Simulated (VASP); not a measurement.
# MnO: single point with PBEsol+U

MnO:

```
CELL_PARAMETERS angstrom
0.00000 2.22391 2.22391
2.22391 0.00000 2.22391
2.22391 2.22391 0.00000
ATOMIC_POSITIONS crystal
Mn 0.00000 0.00000 0.00000
O 0.50000 0.50000 0.50000
```

* Program: VASP 6.6.1
* Task: single point
* Functional: PBEsol
* Potentials or basis: VASP PAW PBE potentials, release 64 (Mn_sv, O)
* Cutoff: 700 eV
* k mesh: 10 × 10 × 10
* Occupations: fermi-dirac, width 0.05 eV
* Spin: collinear spin, ferromagnetic start
* Starting moments: [4.0, 0.0] μB
* Hubbard terms: Mn d U = 5.3 eV

```
Pressure                                              : 0.3 GPa
Band gap on the k mesh                                : 0.34 eV (least direct gap 2.62 eV)
Net moment                                            : 5.00 μB per cell
Site moments                                          : Mn +4.55; O +0.14 μB
Valence electrons inside the program's atomic spheres : Mn 12.90; O 4.99
```

Levels at points of the mesh, in eV from the valence-band top:
Spin up:
```tsv
k point	band 11	band 12	band 13	band 14	band 15	band 16
(0.00, 0.00, 0.00)	-2.60	-2.60	-2.60	0.34	14.61	16.26
(0.50, 0.00, 0.00)	-2.64	0.00	0.00	4.21	8.62	12.55
(0.50, 0.50, 0.00)	-3.31	-3.31	-3.20	5.74	8.74	10.35
```
Spin down:
| k point | band 5 | band 6 | band 7 | band 8 | band 9 | band 10 | band 11 | band 12 |
| --- | --- | --- | --- | --- | --- | --- | --- | --- |
| (0.00, 0.00, 0.00) | -18.69 | -2.28 | -2.28 | -2.28 | 1.65 | 3.78 | 3.78 | 3.78 |
| (0.50, 0.00, 0.00) | -17.70 | -6.31 | -3.47 | -3.47 | 4.90 | 5.29 | 5.33 | 5.33 |
| (0.50, 0.50, 0.00) | -17.68 | -5.46 | -3.29 | -3.29 | 1.64 | 5.22 | 5.26 | 5.93 |

Eigenvalues of the final occupation matrices:
| site | spin | trace | eigenvalues |
| --- | --- | --- | --- |
| site 1 d | 1 | 4.67 | 0.92 0.92 0.92 0.95 0.95 |
| site 1 d | 2 | 0.13 | 0.01 0.01 0.01 0.05 0.05 |

Wall time 2.5 min on 1 thread of AMD EPYC 7R43 64-Core Processor (Zen 3), on a shared host, peak memory 0.17 GiB.

Caveat: the PAW data sets were made with another functional, which shifts forces and pressure a little; a cell with one magnetic atom can't hold antiferromagnetic order, which such compounds often take. A k mesh can miss the band edges.
